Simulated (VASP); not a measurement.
Al3GaSb4, 8 atoms in the cell. It takes space group P-43m (No. 215, cubic). The conventional cell has a = 6.147 Å, b = 6.147 Å, c = 6.147 Å, α = 90.00°, β = 90.00°, γ = 90.00°. Al (site symmetry -42m) has 4 Sb at 2.66 Å within 3.5 Å. Within 3.5 Å of Ga (site symmetry -43m) lie 4 Sb at 2.65 Å. Sb (site symmetry 3m) has 1 Ga at 2.65 Å and 3 Al at 2.66 Å within 3.5 Å. 

* Program: VASP 6.6.1
* Task: single point
* Functional: PBEsol
* Potentials or basis: VASP PAW PBE potentials, release 64 (Al, Ga_d, Sb)
* Cutoff: 520 eV
* k mesh: 6 × 6 × 6
* Occupations: gaussian, width 0.01 eV
* Spin: no spin polarisation
* Dipole correction: no
* Further INCAR settings: ALGO = Normal; EDIFF = 1e-06; NBANDS = 31

Potentials or basis: VASP PAW PBE potentials, release 64 (Al, Ga_d, Sb).

Command:

```sh
$ cat potpaw_PBE.64/Al/POTCAR potpaw_PBE.64/Ga_d/POTCAR potpaw_PBE.64/Sb/POTCAR > POTCAR
$ mpirun -np 1 vasp_std > vasp.out
```

Hardware: 1 thread of Intel Xeon 6975P-C (shared host).

Q: Estimate the wall time of this run.

A: It took 2.6 min on 1 thread of Intel Xeon 6975P-C (shared host), peak memory 0.4 GiB. Counts: scf iterations 13, k points 20.
